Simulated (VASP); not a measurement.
# TiPt3 (Pm-3m) in VASP: a series of runs

The runs below take TiPt3 through electric field gradients, with PBEsol.

All numbers are computed with VASP 6.6.1; they aren't measurements. Logs are shortened: lines on timing, memory, paths and dates and some standing lists are left out, and cuts for length are marked.

### Step 1. The cell of the first run

The structure is cubic, space group Pm-3m (No. 221). Conventional cell: a = 3.884 Å, b = 3.884 Å, c = 3.884 Å, α = 90.00°, β = 90.00°, γ = 90.00°. Within 3.6 Å of Ti (site symmetry m-3m) lie 12 Pt at 2.75 Å. Within 3.6 Å of Pt (site symmetry 4/mmm) lie 4 Ti at 2.75 Å and 8 Pt at 2.75 Å.

### Step 2. Electric field gradients, PBEsol (14.65 Å³/atom)

Contents of INCAR:

```
PREC     = Accurate       # precision mode
ENCUT    = 400            # plane-wave cutoff, eV
EDIFF    = 1E-8           # SCF threshold, eV
ISMEAR   = -1             # smearing method
SIGMA    = 0.05           # smearing width, eV
LREAL    = False          # projectors in reciprocal space
LASPH    = True           # aspherical terms in the spheres
NELM     = 120            # most SCF steps
ALGO     = Normal         # electronic algorithm
ISIF     = 2              # what is computed and relaxed
LWAVE    = False          # write WAVECAR
LCHARG   = False          # write CHGCAR
GGA      = PS             # functional
LEFG     = True         
NBANDS   = 29             # bands
GGA_COMPAT= False
```

Contents of KPOINTS:

```
Automatic mesh
0
Gamma
  9 9 9
```

Contents of POSCAR:

```
TiPt3
1.0
    3.8839664578      0.0000000000      0.0000000000
    0.0000000000      3.8839664578      0.0000000000
    0.0000000000      0.0000000000      3.8839664578
Ti Pt
1 3
Direct
    0.0000000000      0.0000000000      0.0000000000
    0.0000000000      0.5000000000      0.5000000000
    0.5000000000      0.0000000000      0.5000000000
    0.5000000000      0.5000000000      0.0000000000
```

Potentials or basis: VASP PAW PBE potentials, release 64 (Ti_sv, Pt).

Started as:

```
$ cat potpaw_PBE.64/Ti_sv/POTCAR potpaw_PBE.64/Pt/POTCAR > POTCAR
$ mpirun -np 1 vasp_std > vasp.out
```

OUTCAR:

```text
PREC = Accurate
   ENCUT = 400
   EDIFF = 1E-8
   ISMEAR = -1
   LREAL = False
   LASPH = True
   NELM = 120
   ISIF = 2
   GGA = PS

 ion  position               nearest neighbor table
   1  0.000  0.000  0.000-   2 2.75   3 2.75   4 2.75   2 2.75   3 2.75   2 2.75   4 2.75   2 2.75
                             3 2.75   4 2.75   3 2.75   4 2.75
   2  0.000  0.500  0.500-   1 2.75   3 2.75   4 2.75   1 2.75   4 2.75   1 2.75   3 2.75   1 2.75
                             3 2.75   4 2.75   4 2.75   3 2.75
   3  0.500  0.000  0.500-   1 2.75   2 2.75   4 2.75   1 2.75   4 2.75   2 2.75   4 2.75   4 2.75
                             1 2.75   2 2.75   1 2.75   2 2.75
   4  0.500  0.500  0.000-   1 2.75   2 2.75   3 2.75   2 2.75   3 2.75   1 2.75   3 2.75   3 2.75
                             1 2.75   2 2.75   2 2.75   1 2.75

  LATTYP: Found a simple cubic cell.
 ALAT       =     3.8839664578

  Lattice vectors:

 A1 = (   3.8839664578,   0.0000000000,   0.0000000000)
 A2 = (   0.0000000000,   3.8839664578,   0.0000000000)
 A3 = (   0.0000000000,   0.0000000000,   3.8839664578)

Analysis of symmetry for initial positions (statically):
=====================================================================
 Subroutine PRICEL returns:
 Original cell was already a primitive cell.

 Routine SETGRP: Setting up the symmetry group for a
 simple cubic supercell.

 Subroutine GETGRP returns: Found 48 space group operations
 (whereof 48 operations were pure point group operations)
 out of a pool of 48 trial point group operations.

The static configuration has the point symmetry O_h .

Analysis of symmetry for dynamics (positions and initial velocities):
=====================================================================
 Subroutine PRICEL returns:
 Original cell was already a primitive cell.

 Routine SETGRP: Setting up the symmetry group for a
 simple cubic supercell.

 Subroutine GETGRP returns: Found 48 space group operations
 (whereof 48 operations were pure point group operations)
 out of a pool of 48 trial point group operations.

The dynamic configuration has the point symmetry O_h .

 Subroutine INISYM returns: Found 48 space group operations
 (whereof 48 operations are pure point group operations),
[... 144 lines left out ...]
  free energy    TOTEN  =       -32.75279062 eV

  energy without entropy =      -32.74099556  energy(sigma->0) =      -32.74689309

 E-fermi :  11.9024     XC(G=0): -13.4816

 val. band max:       11.8733903819   @ k =   0.4444   0.1111   0.1111
 cond. band min:      11.9363180725   @ k =   0.4444   0.1111   0.0000
 fundamental gap:      0.0629276907
 Fermi energy:        11.9024356456

 k-point     1 :       0.0000    0.0000    0.0000
  band No.  band energies     occupation
      1     -46.0297      2.00000
      2     -22.3630      2.00000
      3     -22.3630      2.00000
      4     -22.3630      2.00000
      5       1.5049      2.00000
      6       4.3304      2.00000
[... 757 lines left out ...]
     28      16.0682      0.00000
     29      19.4953      0.00000

 [... further k-points ...]

------------------------ aborting loop because EDIFF is reached ----------------------------------------

  FORCE on cell =-STRESS in cart. coord.  units (eV):
  Direction    XX          YY          ZZ          XY          YZ          ZX
  --------------------------------------------------------------------------------------
  -------------------------------------------------------------------------------------
  Total        1.0521091      1.0521091      1.0521091     -0.0000000     -0.0000000     -0.0000000
  in kB       28.7703378     28.7703378     28.7703378     -0.0000000     -0.0000000     -0.0000000
  external PRESSURE =      28.7703378 kB  Pullay stress =       0.0000000 kB

 VOLUME and BASIS-vectors are now :
 -----------------------------------------------------------------------------
  energy-cutoff  :      400.00
  volume of cell :       58.59
      direct lattice vectors                 reciprocal lattice vectors
     3.883966458  0.000000000  0.000000000     0.257468753  0.000000000  0.000000000
     0.000000000  3.883966458  0.000000000     0.000000000  0.257468753  0.000000000
     0.000000000  0.000000000  3.883966458     0.000000000  0.000000000  0.257468753

 POSITION                                       TOTAL-FORCE (eV/Angst)
 -----------------------------------------------------------------------------------
      0.00000      0.00000      0.00000         0.000000      0.000000      0.000000
      0.00000      1.94198      1.94198         0.000000      0.000000      0.000000
      1.94198      0.00000      1.94198         0.000000      0.000000      0.000000
      1.94198      1.94198      0.00000         0.000000      0.000000      0.000000
 -----------------------------------------------------------------------------------
    total drift:                                0.000000      0.000000      0.000000

  FREE ENERGIE OF THE ION-ELECTRON SYSTEM (eV)
  ---------------------------------------------------
  free  energy   TOTEN  =       -32.7527906206 eV

  energy  without entropy=      -32.7409955613  energy(sigma->0) =      -32.74689309

 Electric field gradients (V/A^2)
---------------------------------------------------------------------
 ion       V_xx      V_yy      V_zz      V_xy      V_xz      V_yz
---------------------------------------------------------------------
   1      -0.000    -0.000     0.000    -0.000     0.000    -0.000
   2     -67.620    33.810    33.810     0.000     0.000    -0.000
   3      33.810   -67.620    33.810     0.000     0.000     0.000
   4      33.810    33.810   -67.620    -0.000     0.000     0.000
---------------------------------------------------------------------

 Electric field gradients after diagonalization (V/A^2)
 (convention: |V_zz| > |V_xx| > |V_yy|)
----------------------------------------------------------------------
 ion       V_xx      V_yy      V_zz     asymmetry (V_yy - V_xx)/ V_zz
----------------------------------------------------------------------
   1      -0.000    -0.000     0.000       0.303
   2      33.810    33.810   -67.620       0.000
   3      33.810    33.810   -67.620       0.000
   4      33.810    33.810   -67.620       0.000
----------------------------------------------------------------------

           NMR quadrupolar parameters

 Cq : quadrupolar parameter    Cq=e*Q*V_zz/h
 eta: asymmetry parameters     (V_yy - V_xx)/ V_zz
 Q  : nuclear electric quadrupole moment in mb (millibarn)
----------------------------------------------------------------------
 ion       Cq(MHz)       eta       Q (mb)
----------------------------------------------------------------------
   1       0.000       0.303       1.000
   2      -0.164       0.000       1.000
   3      -0.164       0.000       1.000
   4      -0.164       0.000       1.000
----------------------------------------------------------------------
```

stdout:

```text
POSCAR found type information on POSCAR TiPt
 POSCAR found :  2 types and       4 ions
 scaLAPACK will be used
 -----------------------------------------------------------------------------
|                                                                             |
|                                                                             |
|     You enforced a specific xc type in the INCAR file but a different       |
|     I HOPE YOU KNOW WHAT YOU ARE DOING!                                     |
|                                                                             |
 -----------------------------------------------------------------------------

 LDA part: xc-table for (Slater+PW92), standard interpolation
 POSCAR, INCAR and KPOINTS ok, starting setup
 FFT: planning ... GRIDC
 FFT: planning ... GRID_SOFT
 FFT: planning ... GRID
 WAVECAR not read
 entering main loop
ion   1

ion   2

ion   3

ion   4
```

Run time: 84 s. Hardware: 1 thread of AMD EPYC 7R13, shared host; peak memory 0.15 GiB.

Results:

| Item | Value |
| --- | --- |
| Free energy | -32.7528 eV |
| Pressure | 2.9 GPa |
| Band gap on the k mesh | zero (bands 21 and 22 overlap by 1.59 eV) |
| Largest electric field gradient by atom | Ti -0.0; Pt -67.6 V/Å² |

Levels at points of the mesh, in eV from the Fermi level:
```csv
k point,band 18,band 19,band 20,band 21,band 22,band 23,band 24,band 25
"(0.00, 0.00, 0.00)",0.04,0.04,0.04,1.42,1.42,1.52,1.52,1.52
```

Electric field gradients, principal values (V/Å²):
```
atom   least  middle  greatest (by size)
1 Ti   0.000   0.000               0.000
2 Pt  33.810  33.810             -67.620
3 Pt  33.810  33.810             -67.620
4 Pt  33.810  33.810             -67.620
```

Caveat: without QUAD_EFG the Cq values of the log hold for a quadrupole moment of 1 mb, not for the nuclei; the PAW data sets were made with another functional, which shifts forces and pressure a little; spin-orbit coupling is left out, which moves the levels of the heavy elements.

[end of part 1 of 2]
